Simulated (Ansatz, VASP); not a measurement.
## Two plane-wave programs on VN

```xyz
2
Lattice="0.0000 2.0625 2.0625 2.0625 0.0000 2.0625 2.0625 2.0625 0.0000" Properties=species:S:1:pos:R:3 pbc="T T T"
V     0.0000    0.0000    0.0000
N     2.0625    2.0625    2.0625
```

Alike in both runs: task single point; functional PBE; dispersion D3(BJ); k mesh 6 × 6 × 6; collinear spin.

|  | VASP | Ansatz |
| --- | --- | --- |
| version | VASP 6.6.1 | Ansatz 0.2.0 |
| potentials or method | VASP PAW PBE potentials, release 64 (V_sv, N), cutoff 600 eV | scalar-relativistic, plane waves, PAW |
| occupations | methfessel-paxton of order 1, width 0.038 eV | cold, width 0.038 eV |
| valence electrons in the cell | 18 | 18 |

```tsv
	VASP	Ansatz	Ansatz less VASP
gap on the k mesh at the Fermi level (eV)	none	none	-
pressure (GPa)	-9.0	-9.6	-0.64
net moment per atom (μB)	0.16	0.16	0.000
size of the moment on the site where the two differ most (μB)	0.31	0.27	-0.049
```

Site moments also hang on the region over which each program counts them. A gap of «none» marks a metal or a gap that the smearing closes. Ansatz's warnings: stability check not made.

The k mesh is coarse, so the values compare programs but aren't converged.
